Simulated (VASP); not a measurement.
# Nb (Im-3m) in VASP: notebook

Nb is run at these levels: RPBE; tasks: single point, relaxation of cell and atoms.

Everything below comes from runs of VASP 6.6.1. Logs are shortened: lines on timing, memory, paths and dates and some standing lists are left out, and cuts for length are marked.

## 1. The cell of the first run

The structure is cubic, space group Im-3m (No. 229). The conventional cell has a = 3.326 Å, b = 3.326 Å, c = 3.326 Å, α = 90.00°, β = 90.00°, γ = 90.00°. Within 3.8 Å of Nb (site symmetry m-3m) lie 14 Nb at 2.88 to 3.33 Å.

## 2. Single point, RPBE, collinear spin, ferromagnetic start

File INCAR:

```
SYSTEM = Nb
PREC = Accurate
ENCUT = 520
EDIFF = 1E-6
ISMEAR = -1
SIGMA = 0.05
LREAL = .FALSE.
LASPH = .TRUE.
NELM = 150
ALGO = Normal
ISIF = 2
LWAVE = .FALSE.
LCHARG = .FALSE.
ISPIN = 2
MAGMOM = 1
LORBIT = 11
LMAXMIX = 4
GGA = RP
NBANDS = 16
```

File KPOINTS:

```
regular mesh
0
G
  13 13 13
  0 0 0
```

File POSCAR:

```
Nb
1.0
   -1.6630767746      1.6630767746      1.6630767746
    1.6630767746     -1.6630767746      1.6630767746
    1.6630767746      1.6630767746     -1.6630767746
Nb
1
Direct
    0.0000000000      0.0000000000      0.0000000000
```

Potentials or basis: VASP PAW PBE potentials, release 64 (Nb_sv).

On the command line:

```console
cat potpaw_PBE.64/Nb_sv/POTCAR > POTCAR
mpirun -np 1 vasp_std > vasp.out
```

OUTCAR:

```text
SYSTEM = Nb
   PREC = Accurate
   ENCUT = 520
   EDIFF = 1E-6
   ISMEAR = -1
   LREAL = .FALSE.
   LASPH = .TRUE.
   NELM = 150
   ISIF = 2
   ISPIN = 2
   LORBIT = 11
   GGA = RP

 ion  position               nearest neighbor table
   1  0.000  0.000  0.000-

  LATTYP: Found a body centered cubic cell.
 ALAT       =     3.3261535492

  Lattice vectors:

 A1 = (  -1.6630767746,   1.6630767746,   1.6630767746)
 A2 = (   1.6630767746,  -1.6630767746,   1.6630767746)
 A3 = (   1.6630767746,   1.6630767746,  -1.6630767746)

Analysis of symmetry for initial positions (statically):
=====================================================================
 Subroutine PRICEL returns:
 Original cell was already a primitive cell.

 Routine SETGRP: Setting up the symmetry group for a
 body centered cubic supercell.

 Subroutine GETGRP returns: Found 48 space group operations
 (whereof 48 operations were pure point group operations)
 out of a pool of 48 trial point group operations.

The static configuration has the point symmetry O_h .

Analysis of symmetry for dynamics (positions and initial velocities):
=====================================================================
 Subroutine PRICEL returns:
 Original cell was already a primitive cell.

 Routine SETGRP: Setting up the symmetry group for a
 body centered cubic supercell.

 Subroutine GETGRP returns: Found 48 space group operations
 (whereof 48 operations were pure point group operations)
 out of a pool of 48 trial point group operations.

The dynamic configuration has the point symmetry O_h .

Analysis of structural, dynamic, and magnetic symmetry:
=====================================================================
 Subroutine PRICEL returns:
 Original cell was already a primitive cell.

 Routine SETGRP: Setting up the symmetry group for a
 body centered cubic supercell.

 Subroutine GETGRP returns: Found 48 space group operations
 (whereof 48 operations were pure point group operations)
 out of a pool of 48 trial point group operations.

The overall configuration has the point symmetry O_h .

 Subroutine INISYM returns: Found 48 space group operations
 (whereof 48 operations are pure point group operations),
 and found     1 'primitive' translations

----------------------------------------------------------------------------------------

                                     Primitive cell

  volume of cell :      18.3991

  direct lattice vectors                    reciprocal lattice vectors
    -1.663076775  1.663076775  1.663076775     0.000000000  0.300647575  0.300647575
     1.663076775 -1.663076775  1.663076775     0.300647575  0.000000000  0.300647575
     1.663076775  1.663076775 -1.663076775     0.300647575  0.300647575  0.000000000

  length of vectors
     2.880533470  2.880533470  2.880533470     0.425179879  0.425179879  0.425179879

  position of ions in fractional coordinates (direct lattice)
     0.000000000  0.000000000  0.000000000

  ion indices of the primitive-cell ions
   primitive index   ion index
                 1           1

----------------------------------------------------------------------------------------

 KPOINTS: regular mesh

Automatic generation of k-mesh.
 Grid dimensions read from file:
 generate k-points for:   13   13   13

 Generating k-lattice:

  Cartesian coordinates                     Fractional coordinates (reciprocal lattice)
     0.000000000  0.023126737  0.023126737     0.076923077  0.000000000  0.000000000
     0.023126737  0.000000000  0.023126737     0.000000000  0.076923077  0.000000000
     0.023126737  0.023126737  0.000000000     0.000000000  0.000000000  0.076923077

  Length of vectors
     0.032706145  0.032706145  0.032706145

  Shift w.r.t. Gamma in fractional coordinates (k-lattice)
     0.000000000  0.000000000  0.000000000

 Subroutine IBZKPT returns following result:
 ===========================================

 Found     84 irreducible k-points:

 Following reciprocal coordinates:
            Coordinates               Weight
  0.000000  0.000000  0.000000      1.000000
  0.076923  0.000000  0.000000     12.000000
  0.153846  0.000000  0.000000     12.000000
  0.230769  0.000000  0.000000     12.000000
  0.307692  0.000000  0.000000     12.000000
  0.384615  0.000000  0.000000     12.000000
[... 16 lines left out ...]
  0.153846  0.076923  0.076923     24.000000
  0.230769  0.076923  0.076923     24.000000
 [... further k-points ...]
   k-points           NKPTS =     84   k-points in BZ     NKDIM =     84   number of bands    NBANDS=     16
   number of dos      NEDOS =    301   number of ions     NIONS =      1
   total plane-waves  NPLWV =  13824
   dimension x,y,z NGX =    24 NGY =   24 NGZ =   24
   dimension x,y,z NGXF=    48 NGYF=   48 NGZF=   48
   ions per type =               1
   NGX,Y,Z   is equivalent  to a cutoff of  13.85, 13.85, 13.85 a.u.
   NGXF,Y,Z  is equivalent  to a cutoff of  27.70, 27.70, 27.70 a.u.
 SYSTEM =  Nb
   PREC   = accura    normal or accurate (medium, high low for compatibility)
   ISTART =      0    job   : 0-new  1-cont  2-samecut
   ICHARG =      2    charge: 1-file 2-atom 10-const
   ISPIN  =      2    spin polarized calculation?
   LNONCOLLINEAR =      F non collinear calculations
   LSORBIT =      F    spin-orbit coupling
   LASPH  =      T    aspherical Exc in radial PAW
   ENCUT  =  520.0 eV  38.22 Ry    6.18 a.u.   5.36  5.36  5.36*2*pi/ulx,y,z
   NELM   =    150;   NELMIN=  2; NELMDL= -5     # of ELM steps
   EDIFF  = 0.1E-05   stopping-criterion for ELM
   LREAL  =      F    real-space projection
[... 7 lines left out ...]
   TEBEG  =    0.0;   TEEND  =   0.0 temperature during run
   PSTRESS=    0.0 pullay stress
   NELECT =      13.0000    total number of electrons
   NUPDOWN=      -1.0000    fix difference up-down
   EMIN   =  10.00;   EMAX   =-10.00  energy-range for DOS
   EFERMI =   0.00;   METHOD = LEGACY
   ISMEAR =    -1;   SIGMA  =   0.05  broadening in eV -4-tet -1-fermi 0-gaus
   EFERMI_NEDOS =   21; number of points for ismear=-14 and -15
   IALGO  =     38    algorithm
   IMIX   =      4    mixing-type and parameters
     AMIX     =   0.40;   BMIX     =  1.00
     AMIX_MAG =   1.60;   BMIX_MAG =  1.00
  volume/ion in A,a.u.               =      18.40       124.16
  Fermi-wavevector in a.u.,A,eV,Ry     =   1.458110  2.755429 28.927144  2.126085
  Thomas-Fermi vector in A             =   2.574833
   LORBIT       =     11    0 simple, 1 ext, 2 COOP (PROOUT), +10 PAW based schemes
   GGA     = RP    functional components
   LHFCALC =     F    Hartree Fock is set to
   AEXX    =    0.0000 exact exchange contribution
   IVDW    =     0    specifies the selected vdW correction
   LEPSILON=     F    determine dielectric tensor
   LRPA    =     F    only Hartree local field effects (RPA)
 spin polarized calculation
  energy-cutoff  :      520.00
  volume of cell :       18.40
 maximum number of plane-waves:       531
 NGX is ok and might be reduce to    24
   NGX = 11   NGY = 11   NGZ = 11

 number of electron      12.9999999 magnetization       0.0001853

 number of electron      12.9999999 magnetization      -0.0000120

 Free energy of the ion-electron system (eV)
  ---------------------------------------------------
  ext. energy  EPLUGINS =         0.00000000
  ---------------------------------------------------
  free energy    TOTEN  =        -9.70951972 eV

  energy without entropy =       -9.69884864  energy(sigma->0) =       -9.70418418

 E-fermi :  10.9742     XC(G=0): -12.3223

 val. band max:       10.9540838757   @ k =   0.3077   0.1538   0.1538
 cond. band min:      11.0066524971   @ k =   0.0769   0.0769   0.0000
 fundamental gap:      0.0525686214
 Fermi energy:        10.9741602760

 spin component 1

 k-point     1 :       0.0000    0.0000    0.0000
  band No.  band energies     occupation
      1     -43.4454      1.00000
      2     -18.7898      1.00000
      3     -18.7898      1.00000
      4     -18.7898      1.00000
      5       5.0667      1.00000
      6      11.3430      0.00062
[... 8 lines left out ...]
     15      35.6244      0.00000
     16      38.6115      0.00000

 k-point     2 :       0.0769    0.0000    0.0000
  band No.  band energies     occupation
      1     -43.4328      1.00000
      2     -18.8675      1.00000
      3     -18.8134      1.00000
      4     -18.7903      1.00000
      5       5.3039      1.00000
      6      11.1987      0.01109
[... 8 lines left out ...]
     15      34.9470      0.00000
     16      38.3209      0.00000
[... 387 lines left out ...]
      5       7.2001      1.00000
      6      10.1881      1.00000
[... 8 lines left out ...]
     15      33.6277      0.00000
     16      34.9487      0.00000

 k-point    24 :       0.2308    0.0769    0.0769
  band No.  band energies     occupation
      1     -43.2833      1.00000
      2     -19.6940      1.00000
      3     -19.0646      1.00000
      4     -18.8614      1.00000
      5       7.8468      1.00000
      6       9.7881      1.00000
[... 8 lines left out ...]
     15      35.0336      0.00000
     16      35.2603      0.00000

 [... further k-points ...]

 spin component 2

 k-point     1 :       0.0000    0.0000    0.0000
  band No.  band energies     occupation
      1     -43.4454      1.00000
      2     -18.7898      1.00000
      3     -18.7898      1.00000
      4     -18.7898      1.00000
      5       5.0668      1.00000
      6      11.3430      0.00063
[... 8 lines left out ...]
     15      35.6245      0.00000
     16      38.6115      0.00000

 k-point     2 :       0.0769    0.0000    0.0000
  band No.  band energies     occupation
      1     -43.4328      1.00000
      2     -18.8675      1.00000
      3     -18.8135      1.00000
      4     -18.7903      1.00000
      5       5.3040      1.00000
      6      11.1987      0.01110
[... 8 lines left out ...]
     15      34.9470      0.00000
     16      38.3209      0.00000
[... 387 lines left out ...]
      5       7.2002      1.00000
      6      10.1881      1.00000
[... 8 lines left out ...]
     15      33.6278      0.00000
     16      34.9487      0.00000

 k-point    24 :       0.2308    0.0769    0.0769
  band No.  band energies     occupation
      1     -43.2833      1.00000
      2     -19.6941      1.00000
      3     -19.0646      1.00000
      4     -18.8614      1.00000
      5       7.8469      1.00000
      6       9.7881      1.00000
[... 8 lines left out ...]
     15      35.0336      0.00000
     16      35.2604      0.00000

 [... further k-points ...]

------------------------ aborting loop because EDIFF is reached ----------------------------------------

  FORCE on cell =-STRESS in cart. coord.  units (eV):
  Direction    XX          YY          ZZ          XY          YZ          ZX
  --------------------------------------------------------------------------------------
  -------------------------------------------------------------------------------------
  Total       -0.0391644     -0.0391644     -0.0391644      0.0000000     -0.0000000      0.0000000
  in kB       -3.4103991     -3.4103991     -3.4103991      0.0000000     -0.0000000      0.0000000
  external PRESSURE =      -3.4103991 kB  Pullay stress =       0.0000000 kB

 VOLUME and BASIS-vectors are now :
 -----------------------------------------------------------------------------
  energy-cutoff  :      520.00
  volume of cell :       18.40
      direct lattice vectors                 reciprocal lattice vectors
    -1.663076775  1.663076775  1.663076775     0.000000000  0.300647575  0.300647575
     1.663076775 -1.663076775  1.663076775     0.300647575  0.000000000  0.300647575
     1.663076775  1.663076775 -1.663076775     0.300647575  0.300647575  0.000000000

 POSITION                                       TOTAL-FORCE (eV/Angst)
 -----------------------------------------------------------------------------------
      0.00000      0.00000      0.00000        -0.000000      0.000000     -0.000000
 -----------------------------------------------------------------------------------
    total drift:                                0.000000      0.000000     -0.000000

  FREE ENERGIE OF THE ION-ELECTRON SYSTEM (eV)
  ---------------------------------------------------
  free  energy   TOTEN  =        -9.7095197160 eV

  energy  without entropy=       -9.6988486390  energy(sigma->0) =       -9.70418418

 total charge

# of ion       s       p       d       tot
------------------------------------------
    1        2.216   5.996   2.483  10.695

 magnetization (x)

# of ion       s       p       d       tot
------------------------------------------
    1        0.000   0.000  -0.000   0.000
```

Run time: 31 s. Hardware: 1 thread of Intel Xeon 6975P-C, shared host; peak memory 0.17 GiB.

Results:

* Free energy: -9.7095 eV
* Pressure: -0.3 GPa
* Net moment: 0.00 μB per cell
* Valence electrons inside the program's atomic spheres: Nb 10.70

Levels at points of the mesh, in eV from the Fermi level:
Spin up:
| k point | band 2 | band 3 | band 4 | band 5 | band 6 | band 7 | band 8 | band 9 | band 10 | band 11 |
| --- | --- | --- | --- | --- | --- | --- | --- | --- | --- | --- |
| (0.00, 0.00, 0.00) | -29.76 | -29.76 | -29.76 | -5.91 | 0.37 | 0.37 | 0.37 | 3.21 | 3.21 | 14.14 |
Spin down:
```
           k point  band 2  band 3  band 4  band 5  band 6  band 7  band 8  band 9  band 10  band 11
(0.00, 0.00, 0.00)  -29.76  -29.76  -29.76   -5.91    0.37    0.37    0.37    3.21     3.21    14.14
```

Caveat: the PAW data sets were made with another functional, which shifts forces and pressure a little.

## 3. Relaxation of cell and atoms, RPBE, collinear spin, ferromagnetic start

This run uses another cell than the first one, of 17.98 Å³/atom, 0.977 times its volume.

File INCAR:

```
  PREC = Accurate
  ENCUT = 600
  EDIFF = 1E-6
  ISMEAR = -1
  SIGMA = 0.05
  LREAL = F
  LASPH = T
  NELM = 150
  ALGO = Normal
  ISIF = 3
  LWAVE = F
  LCHARG = F
  ISPIN = 2
  MAGMOM = 1
  LORBIT = 11
  LMAXMIX = 4
  GGA = RP
  IBRION = 2
  NSW = 80
  EDIFFG = -0.01
```

File KPOINTS:

```
regular mesh
0
Gamma
  13 13 13
```

File POSCAR:

```
Nb
1.0
   -1.6502000000      1.6502000000      1.6502000000
    1.6502000000     -1.6502000000      1.6502000000
    1.6502000000      1.6502000000     -1.6502000000
Nb
1
Direct
    0.0000000000      0.0000000000      0.0000000000
```

Potentials or basis: VASP PAW PBE potentials, release 64 (Nb_sv).

On the command line:

```console
cat potpaw_PBE.64/Nb_sv/POTCAR > POTCAR
mpirun -np 1 vasp_std > vasp.out
```

Run time: 60 s. Hardware: 1 thread of Intel Xeon 6975P-C, shared host; peak memory 0.18 GiB.

The run converged. Its results:

```yaml
Free_energy: -9.7094 eV
Relaxed_volume: 18.37 Å³/atom
Relaxed_cell: a = 2.879 Å, b = 2.879 Å, c = 2.879 Å, α = 109.47°, β = 109.47°, γ = 109.47°
Space_group_after_relaxing_to_0.05_Å: Im-3m (No. 229)
Energy_gained_by_relaxing: 4.3 meV/atom
Ionic_steps: 3
Pressure_after_relaxing: -0.1 GPa
Net_moment: 0.00 μB per cell
Valence_electrons_inside_the_program's_atomic_spheres: Nb 10.70
```

Step by step:
| step | energy change (eV) | largest force (eV/Å) | pressure (GPa) | volume (Å³) |
| --- | --- | --- | --- | --- |
| 1 | 0.0000 | 0.0000 | 3.62 | 17.98 |
| 2 | 0.0080 | 0.0000 | -5.58 | 19.05 |
| 3 | -0.0043 | 0.0000 | -0.06 | 18.37 |

Final structure:
```
Nb
1.0
    -1.66212    1.66212    1.66212
     1.66212   -1.66212    1.66212
     1.66212    1.66212   -1.66212
Nb
1
Direct
  0.00000 0.00000 0.00000
```

Levels at points of the mesh, in eV from the Fermi level:
Spin up:
| k point | band 3 | band 4 | band 5 | band 6 | band 7 | band 8 | band 9 | band 10 |
| --- | --- | --- | --- | --- | --- | --- | --- | --- |
| (0.00, 0.00, 0.00) | -29.76 | -29.76 | -5.91 | 0.37 | 0.37 | 0.37 | 3.21 | 3.21 |
Spin down:
```tsv
k point	band 4	band 5	band 6	band 7	band 8	band 9
(0.00, 0.00, 0.00)	-29.76	-5.91	0.37	0.37	0.37	3.21
```

Caveat: the PAW data sets were made with another functional, which shifts forces and pressure a little.
